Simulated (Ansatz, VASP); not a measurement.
## Two plane-wave programs on Si2W

File INCAR:

```
ALGO = Normal
EDIFF = 1E-7
ENCUT = 520
GGA = PE
ISIF = 2
ISMEAR = 0
LASPH = True
LCHARG = False
LREAL = False
LWAVE = False
NBANDS = 43
NELM = 100
PREC = Accurate
SIGMA = 0.03
```

The input KPOINTS:

```
k-points
0
Gamma
  9 9 6
```

File POSCAR:

```
Si2W
1.0
    4.7172346901      0.0000000000      0.0000000000
   -2.3586173451      4.0852450772      0.0000000000
    0.0000000000      0.0000000000      6.3602475327
Si W
6 3
Direct
    0.8113193831      0.6226387663      0.5000000000
    0.1886806169      0.8113193831      0.8333333333
    0.6226387663      0.8113193831      0.1666666667
    0.1886806169      0.3773612337      0.5000000000
    0.8113193831      0.1886806169      0.8333333333
    0.3773612337      0.1886806169      0.1666666667
    0.0000000000      0.5000000000      0.1666666667
    0.5000000000      0.5000000000      0.8333333333
    0.5000000000      0.0000000000      0.5000000000
```

Input for Ansatz:

```yaml
crystal:
  lattice:
    - [4.7172346901, 0.0, 0.0]
    - [-2.3586173451, 4.0852450772, 0.0]
    - [0.0, 0.0, 6.3602475327]
  atoms:
    - { symbol: Si, position: [0.8113193831, 0.6226387663, 0.5] }
    - { symbol: Si, position: [0.1886806169, 0.8113193831, 0.8333333333] }
    - { symbol: Si, position: [0.6226387663, 0.8113193831, 0.1666666667] }
    - { symbol: Si, position: [0.1886806169, 0.3773612337, 0.5] }
    - { symbol: Si, position: [0.8113193831, 0.1886806169, 0.8333333333] }
    - { symbol: Si, position: [0.3773612337, 0.1886806169, 0.1666666667] }
    - { symbol: W, position: [0.0, 0.5, 0.1666666667] }
    - { symbol: W, position: [0.5, 0.5, 0.8333333333] }
    - { symbol: W, position: [0.5, 0.0, 0.5] }
basis:
  ecutwfc: 420
kpoints:
  mp_grid: { grid: [9, 9, 6] }
hamiltonian:
  xc: pbe
  pseudopotentials: { kind: paw, azcp: { folder: soft_1 } }
scf:
  occupations: { method: gaussian, width: 0.03 }
output:
  forces: true
  stress: true
  eigenvalues: true
```

Alike in both runs: task single point; functional PBE; k mesh 9 × 9 × 6; occupations gaussian, width 0.03 eV; no spin polarisation.

```csv
,VASP,Ansatz
version,VASP 6.6.1,Ansatz 0.2.0
potentials or method,"VASP PAW PBE potentials, release 64 (Si, W_sv), cutoff 520 eV","scalar-relativistic, plane waves, PAW"
valence electrons in the cell,66,66
```

|  | VASP | Ansatz | Ansatz less VASP |
| --- | --- | --- | --- |
| gap on the k mesh at the Fermi level (eV) | 0.10 | 0.10 | +0.001 |
| least direct gap on the mesh (eV) | 0.21 | 0.22 | +0.001 |
| pressure (GPa) | 8.9 | 8.9 | -0.03 |
| traceless stress, the component that is largest in VASP (GPa) | 11.80 | 11.79 | -0.019 |
| rms of the force components (eV/Å) | 1.234 | 1.232 | -0.0013 |

Atom by atom the forces differ by 0.001 eV/Å (rms over components).

Spin-orbit coupling is off throughout.
